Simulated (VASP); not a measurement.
# Si7Ge (P-43m) in VASP: single point with r2SCAN

Aim: the single point of Si7Ge with r2SCAN.

Program: VASP 6.6.1. These are calculated values, not measurements. Logs are shortened: lines on timing, memory, paths and dates and some standing lists are left out, and cuts for length are marked.

## (1) The cell of the first run

It takes space group P-43m (No. 215, cubic). Conventional cell: a = 5.465 Å, b = 5.465 Å, c = 5.465 Å, α = 90.00°, β = 90.00°, γ = 90.00°. Within 3.1 Å of Si (site symmetry 3m) lie 3 Si at 2.36 Å and 1 Ge at 2.39 Å. Si (site symmetry -42m) has 4 Si at 2.36 Å within 3.1 Å. Within 3.2 Å of Ge (site symmetry -43m) lie 4 Si at 2.39 Å.

## (2) Single point, r2SCAN

File POSCAR:

```
Si7Ge
1.0
    5.4653950700      0.0000000000      0.0000000000
    0.0000000000      5.4653950700      0.0000000000
    0.0000000000      0.0000000000      5.4653950700
Si Ge
7 1
Direct
    0.2526152100      0.2526152100      0.2526152100
    0.0000000000      0.5000000000      0.5000000000
    0.5000000000      0.5000000000      0.0000000000
    0.5000000000      0.0000000000      0.5000000000
    0.7473847900      0.2526152100      0.7473847900
    0.7473847900      0.7473847900      0.2526152100
    0.2526152100      0.7473847900      0.7473847900
    0.0000000000      0.0000000000      0.0000000000
```

File INCAR.step1:

```
ALGO = Normal
EDIFF = 1E-4
ENCUT = 520
GGA = PE
ISMEAR = 0
LASPH = True
LCHARG = False
LREAL = False
LWAVE = True
NBANDS = 31
NELM = 80
PREC = Accurate
SIGMA = 0.05
```

File INCAR.step2:

```
ALGO = Normal
EDIFF = 1E-7
ENCUT = 520
ISIF = 2
ISMEAR = 0
ISTART = 1
LASPH = True
LCHARG = False
LMIXTAU = True
LREAL = False
LWAVE = False
METAGGA = R2SCAN
NBANDS = 31
NELM = 80
PREC = Accurate
SIGMA = 0.05
```

File KPOINTS:

```
k-points
0
Gamma
  6 6 6
```

Potentials or basis: VASP PAW PBE potentials, release 64 (Si, Ge_d).

Launch:

```console
$ cat potpaw_PBE.64/Si/POTCAR potpaw_PBE.64/Ge_d/POTCAR > POTCAR
$ cp INCAR.step1 INCAR
$ mpirun -np 1 vasp_std > vasp.out
$ cp INCAR.step2 INCAR
$ mpirun -np 1 vasp_std > vasp.out
```

OUTCAR:

```text
EDIFF = 1E-7
   ENCUT = 520
   ISIF = 2
   ISMEAR = 0
   ISTART = 1
   LASPH = True
   LREAL = False
   METAGGA = R2SCAN
   NELM = 80
   PREC = Accurate

 ion  position               nearest neighbor table
   1  0.253  0.253  0.253-   2 2.36   3 2.36   4 2.36   8 2.39
   2  0.000  0.500  0.500-   1 2.36   5 2.36   6 2.36   7 2.36
   3  0.500  0.500  0.000-   1 2.36   5 2.36   6 2.36   7 2.36
   4  0.500  0.000  0.500-   1 2.36   5 2.36   6 2.36   7 2.36
   5  0.747  0.253  0.747-   2 2.36   3 2.36   4 2.36   8 2.39
   6  0.747  0.747  0.253-   2 2.36   3 2.36   4 2.36   8 2.39
   7  0.253  0.747  0.747-   2 2.36   3 2.36   4 2.36   8 2.39
   8  0.000  0.000  0.000-   1 2.39   5 2.39   6 2.39   7 2.39

  LATTYP: Found a simple cubic cell.
 ALAT       =     5.4653950700

  Lattice vectors:

 A1 = (   5.4653950700,   0.0000000000,   0.0000000000)
 A2 = (   0.0000000000,   5.4653950700,   0.0000000000)
 A3 = (   0.0000000000,   0.0000000000,   5.4653950700)

Analysis of symmetry for initial positions (statically):
=====================================================================
 Subroutine PRICEL returns:
 Original cell was already a primitive cell.

 Routine SETGRP: Setting up the symmetry group for a
 simple cubic supercell.

 Subroutine GETGRP returns: Found 24 space group operations
 (whereof 24 operations were pure point group operations)
 out of a pool of 48 trial point group operations.

The static configuration has the point symmetry T_d .

Analysis of symmetry for dynamics (positions and initial velocities):
=====================================================================
 Subroutine PRICEL returns:
 Original cell was already a primitive cell.

 Routine SETGRP: Setting up the symmetry group for a
 simple cubic supercell.

 Subroutine GETGRP returns: Found 24 space group operations
 (whereof 24 operations were pure point group operations)
 out of a pool of 48 trial point group operations.

The dynamic configuration has the point symmetry T_d .

 Subroutine INISYM returns: Found 24 space group operations
 (whereof 24 operations are pure point group operations),
 and found     1 'primitive' translations

----------------------------------------------------------------------------------------

                                     Primitive cell

  volume of cell :     163.2543

  direct lattice vectors                    reciprocal lattice vectors
     5.465395070  0.000000000  0.000000000     0.182969390  0.000000000  0.000000000
     0.000000000  5.465395070  0.000000000     0.000000000  0.182969390  0.000000000
     0.000000000  0.000000000  5.465395070     0.000000000  0.000000000  0.182969390

  length of vectors
     5.465395070  5.465395070  5.465395070     0.182969390  0.182969390  0.182969390

  position of ions in fractional coordinates (direct lattice)
     0.252615210  0.252615210  0.252615210
     0.000000000  0.500000000  0.500000000
     0.500000000  0.500000000  0.000000000
     0.500000000  0.000000000  0.500000000
     0.747384790  0.252615210  0.747384790
     0.747384790  0.747384790  0.252615210
     0.252615210  0.747384790  0.747384790
     0.000000000  0.000000000  0.000000000

  ion indices of the primitive-cell ions
   primitive index   ion index
                 1           1
                 2           2
                 3           3
                 4           4
                 5           5
                 6           6
                 7           7
                 8           8

----------------------------------------------------------------------------------------

 KPOINTS: k-points

Automatic generation of k-mesh.
 Grid dimensions read from file:
 generate k-points for:    6    6    6

 Generating k-lattice:

  Cartesian coordinates                     Fractional coordinates (reciprocal lattice)
     0.030494898  0.000000000  0.000000000     0.166666667  0.000000000  0.000000000
     0.000000000  0.030494898  0.000000000     0.000000000  0.166666667  0.000000000
     0.000000000  0.000000000  0.030494898     0.000000000  0.000000000  0.166666667

  Length of vectors
     0.030494898  0.030494898  0.030494898

  Shift w.r.t. Gamma in fractional coordinates (k-lattice)
     0.000000000  0.000000000  0.000000000

 Subroutine IBZKPT returns following result:
 ===========================================

 Found     20 irreducible k-points:

 Following reciprocal coordinates:
            Coordinates               Weight
  0.000000  0.000000  0.000000      1.000000
  0.166667  0.000000  0.000000      6.000000
  0.333333  0.000000  0.000000      6.000000
  0.500000  0.000000  0.000000      3.000000
  0.166667  0.166667  0.000000     12.000000
  0.333333  0.166667  0.000000     24.000000
[... 12 lines left out ...]
  0.500000  0.500000  0.333333      6.000000
  0.500000  0.500000  0.500000      1.000000
   k-points           NKPTS =     20   k-points in BZ     NKDIM =     20   number of bands    NBANDS=     31
   number of dos      NEDOS =    301   number of ions     NIONS =      8
   total plane-waves  NPLWV =  74088
   dimension x,y,z NGX =    42 NGY =   42 NGZ =   42
   dimension x,y,z NGXF=    84 NGYF=   84 NGZF=   84
   ions per type =               7   1
   NGX,Y,Z   is equivalent  to a cutoff of  12.78, 12.78, 12.78 a.u.
   NGXF,Y,Z  is equivalent  to a cutoff of  25.55, 25.55, 25.55 a.u.
 SYSTEM =  unknown system
   PREC   = accura    normal or accurate (medium, high low for compatibility)
   ISTART =      1    job   : 0-new  1-cont  2-samecut
   ICHARG =      0    charge: 1-file 2-atom 10-const
   ISPIN  =      1    spin polarized calculation?
   LNONCOLLINEAR =      F non collinear calculations
   LSORBIT =      F    spin-orbit coupling
   LASPH  =      T    aspherical Exc in radial PAW
   ENCUT  =  520.0 eV  38.22 Ry    6.18 a.u.  10.16 10.16 10.16*2*pi/ulx,y,z
   NELM   =     80;   NELMIN=  2; NELMDL=  0     # of ELM steps
   EDIFF  = 0.1E-06   stopping-criterion for ELM
   LREAL  =      F    real-space projection
   EDIFFG = 0.1E-05   stopping-criterion for IOM
   NSW    =      0    number of steps for IOM
   IBRION =     -1    ionic relax: 0-MD 1-quasi-New 2-CG
   NFREE  =      0    steps in history (QN), initial steepest desc. (CG)
   ISIF   =      2    stress and relaxation
   ISYM   =      2    0-nonsym 1-usesym 2-fastsym
   POTIM  = 0.5000    time-step for ionic-motion
   TEBEG  =    0.0;   TEEND  =   0.0 temperature during run
   PSTRESS=    0.0 pullay stress
   NELECT =      42.0000    total number of electrons
   NUPDOWN=      -1.0000    fix difference up-down
   EMIN   =  10.00;   EMAX   =-10.00  energy-range for DOS
   EFERMI =   0.00;   METHOD = LEGACY
   ISMEAR =     0;   SIGMA  =   0.05  broadening in eV -4-tet -1-fermi 0-gaus
   EFERMI_NEDOS =   21; number of points for ismear=-14 and -15
   IALGO  =     38    algorithm
   IMIX   =      4    mixing-type and parameters
     AMIX     =   0.40;   BMIX     =  1.00
     AMIX_MAG =   1.60;   BMIX_MAG =  1.00
  volume/ion in A,a.u.               =      20.41       137.71
  Fermi-wavevector in a.u.,A,eV,Ry     =   1.041205  1.967593 14.750191  1.084108
  Thomas-Fermi vector in A             =   2.175816
   LORBIT       =      0    0 simple, 1 ext, 2 COOP (PROOUT), +10 PAW based schemes
   METAGGA = R2SCAN    functional components
   LHFCALC =     F    Hartree Fock is set to
   AEXX    =    0.0000 exact exchange contribution
   IVDW    =     0    specifies the selected vdW correction
   LEPSILON=     F    determine dielectric tensor
   LRPA    =     F    only Hartree local field effects (RPA)
 non-spin polarized calculation
 Gauss-broadening in eV      SIGMA  =   0.05
  energy-cutoff  :      520.00
  volume of cell :      163.25
 maximum number of plane-waves:      4436
 NGX is ok and might be reduce to    42
   NGX = 21   NGY = 21   NGZ = 21

 number of electron      42.0000023 magnetization

 Free energy of the ion-electron system (eV)
  ---------------------------------------------------
  ext. energy  EPLUGINS =         0.00000000
  ---------------------------------------------------
  free energy    TOTEN  =       -75.26118694 eV

  energy without entropy =      -75.26118694  energy(sigma->0) =      -75.26118694

 E-fermi :   5.7863     XC(G=0):  -9.9796

 val. band max:        5.5717733833   @ k =   0.0000   0.0000   0.0000
 cond. band min:       6.1589142676   @ k =   0.0000   0.0000   0.0000
 fundamental gap:      0.5871408843
 Fermi energy:         5.7862867739

 k-point     1 :       0.0000    0.0000    0.0000
  band No.  band energies     occupation
      1     -19.2191      2.00000
      2     -19.2191      2.00000
      3     -19.2191      2.00000
      4     -19.1887      2.00000
      5     -19.1887      2.00000
      6      -7.0408      2.00000
[... 23 lines left out ...]
     30       8.3347      0.00000
     31       9.0559      0.00000

 k-point     2 :       0.1667    0.0000    0.0000
  band No.  band energies     occupation
      1     -19.2192      2.00000
      2     -19.2192      2.00000
      3     -19.2191      2.00000
      4     -19.1887      2.00000
      5     -19.1887      2.00000
      6      -6.9151      2.00000
[... 23 lines left out ...]
     30       8.9522      0.00000
     31       9.7346      0.00000

 k-point     3 :       0.3333    0.0000    0.0000
  band No.  band energies     occupation
      1     -19.2192      2.00000
      2     -19.2192      2.00000
      3     -19.2191      2.00000
      4     -19.1887      2.00000
      5     -19.1886      2.00000
      6      -6.5413      2.00000
[... 567 lines left out ...]
     30       9.4791      0.00000
     31       9.4998      0.00000

 k-point    20 :       0.5000    0.5000    0.5000
  band No.  band energies     occupation
      1     -19.2193      2.00000
      2     -19.2193      2.00000
      3     -19.2193      2.00000
      4     -19.1885      2.00000
      5     -19.1885      2.00000
      6      -4.9508      2.00000
[... 23 lines left out ...]
     30       9.2216      0.00000
     31       9.2216      0.00000

------------------------ aborting loop because EDIFF is reached ----------------------------------------

  FORCE on cell =-STRESS in cart. coord.  units (eV):
  Direction    XX          YY          ZZ          XY          YZ          ZX
  --------------------------------------------------------------------------------------
  -------------------------------------------------------------------------------------
  Total       -0.0264186     -0.0264186     -0.0264186      0.0000000     -0.0000000      0.0000000
  in kB       -0.2592719     -0.2592719     -0.2592719      0.0000000     -0.0000000      0.0000000
  external PRESSURE =      -0.2592719 kB  Pullay stress =       0.0000000 kB

 VOLUME and BASIS-vectors are now :
 -----------------------------------------------------------------------------
  energy-cutoff  :      520.00
  volume of cell :      163.25
      direct lattice vectors                 reciprocal lattice vectors
     5.465395070  0.000000000  0.000000000     0.182969390  0.000000000  0.000000000
     0.000000000  5.465395070  0.000000000     0.000000000  0.182969390  0.000000000
     0.000000000  0.000000000  5.465395070     0.000000000  0.000000000  0.182969390

 POSITION                                       TOTAL-FORCE (eV/Angst)
 -----------------------------------------------------------------------------------
      1.38064      1.38064      1.38064        -0.006604     -0.006604     -0.006604
      0.00000      2.73270      2.73270         0.000000      0.000000      0.000000
      2.73270      2.73270      0.00000         0.000000     -0.000000      0.000000
      2.73270      0.00000      2.73270         0.000000      0.000000      0.000000
      4.08475      1.38064      4.08475         0.006604     -0.006604      0.006604
      4.08475      4.08475      1.38064         0.006604      0.006604     -0.006604
      1.38064      4.08475      4.08475        -0.006604      0.006604      0.006604
      0.00000      0.00000      0.00000         0.000000     -0.000000      0.000000
 -----------------------------------------------------------------------------------
    total drift:                               -0.000000     -0.000000      0.000000

  FREE ENERGIE OF THE ION-ELECTRON SYSTEM (eV)
  ---------------------------------------------------
  free  energy   TOTEN  =       -75.2611869365 eV

  energy  without entropy=      -75.2611869365  energy(sigma->0) =      -75.26118694
```

It took 9 min on 1 thread of Intel Xeon 8259CL, shared host; peak memory 0.33 GiB.

What came out:

- Free energy: -75.2612 eV
- Pressure: 0.0 GPa
- Largest force: 0.011 eV/Å
- Band gap on the k mesh: 0.59 eV

Forces on the atoms (eV/Å):
```
Si  -0.007 -0.007 -0.007
Si   0.000  0.000  0.000
Si   0.000  0.000  0.000
Si   0.000  0.000  0.000
Si   0.007 -0.007  0.007
Si   0.007  0.007 -0.007
Si  -0.007  0.007  0.007
Ge   0.000  0.000  0.000
```

Levels at points of the mesh, in eV from the valence-band top:
| k point | band 18 | band 19 | band 20 | band 21 | band 22 | band 23 | band 24 | band 25 |
| --- | --- | --- | --- | --- | --- | --- | --- | --- |
| (0.00, 0.00, 0.00) | -3.00 | 0.00 | 0.00 | 0.00 | 0.59 | 0.99 | 0.99 | 0.99 |
| (0.50, 0.00, 0.00) | -2.07 | -2.07 | -1.93 | -1.93 | 1.23 | 1.41 | 3.43 | 3.44 |
| (0.50, 0.50, 0.00) | -1.56 | -1.43 | -1.35 | -1.35 | 2.60 | 2.60 | 2.69 | 2.87 |
| (0.50, 0.50, 0.50) | -1.35 | -1.16 | -1.16 | -1.16 | 1.34 | 1.82 | 1.82 | 1.82 |

Caveat: the PAW data sets were made with another functional, which shifts forces and pressure a little. A k mesh can miss the band edges.
